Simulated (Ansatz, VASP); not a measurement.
NaCl: VASP beside Ansatz

POSCAR

```
NaCl
1.0
    0.0000000000      2.8100000000      2.8100000000
    2.8100000000      0.0000000000      2.8100000000
    2.8100000000      2.8100000000      0.0000000000
Na Cl
1 1
Direct
    0.0000000000      0.0000000000      0.0000000000
    0.5000000000      0.5000000000      0.5000000000
```

The input INCAR.step1:

```
SYSTEM = NaCl
PREC = Accurate
ENCUT = 550
ISMEAR = 0
SIGMA = 0.01
LREAL = .False.
LASPH = .True.
NELM = 120
NBANDS = 14
GGA = PE
ALGO = Normal
EDIFF = 1E-5
LWAVE = .True.
LCHARG = .False.
GGA_COMPAT = .False.
```

INCAR.step2

```
SYSTEM = NaCl
PREC = Accurate
ENCUT = 550
EDIFF = 1E-6
ISMEAR = 0
SIGMA = 0.01
LREAL = .False.
LASPH = .True.
NELM = 120
ALGO = Normal
ISIF = 2
LWAVE = .False.
LCHARG = .False.
METAGGA = R2SCAN
LMIXTAU = .True.
NBANDS = 14
ISTART = 1
GGA_COMPAT = .False.
```

File KPOINTS:

```
Automatic mesh
0
Gamma
  6 6 6
  0 0 0
```

Input for Ansatz:

```yaml
crystal:
  lattice:
    - [0.0, 2.81, 2.81]
    - [2.81, 0.0, 2.81]
    - [2.81, 2.81, 0.0]
  atoms:
    - { symbol: Na, position: [0.0, 0.0, 0.0] }
    - { symbol: Cl, position: [0.5, 0.5, 0.5] }
kpoints:
  mp_grid:
    grid: [6, 6, 6]
hamiltonian:
  xc: r2scan
scf:
  occupations:
    method: fixed
output:
  wannier:
    kmesh: [4, 4, 4]
    projections:
      - { species: Cl, l: p }
    minimise: true
```

Alike in both runs: task single point; functional r2SCAN; k mesh 6 × 6 × 6; no spin polarisation.

|  | VASP | Ansatz |
| --- | --- | --- |
| version | VASP 6.6.1 | Ansatz 0.2.0 |
| potentials or method | VASP PAW PBE potentials, release 64 (Na_pv, Cl) | plane waves, PAW |
| plane-wave cutoff (eV) | 550 | 500 |
| occupations | gaussian, width 0.01 eV | fixed |
| valence electrons in the cell | 14 | 16 |

|  | VASP | Ansatz | Ansatz less VASP |
| --- | --- | --- | --- |
| gap on the k mesh at the Fermi level (eV) | 5.97 | 5.94 | -0.023 |

VASP's potentials were made for PBE, not for r2SCAN. VASP's potentials hold 14 valence electrons a cell and Ansatz's 16, so a difference there can come from the potentials and not from the codes.
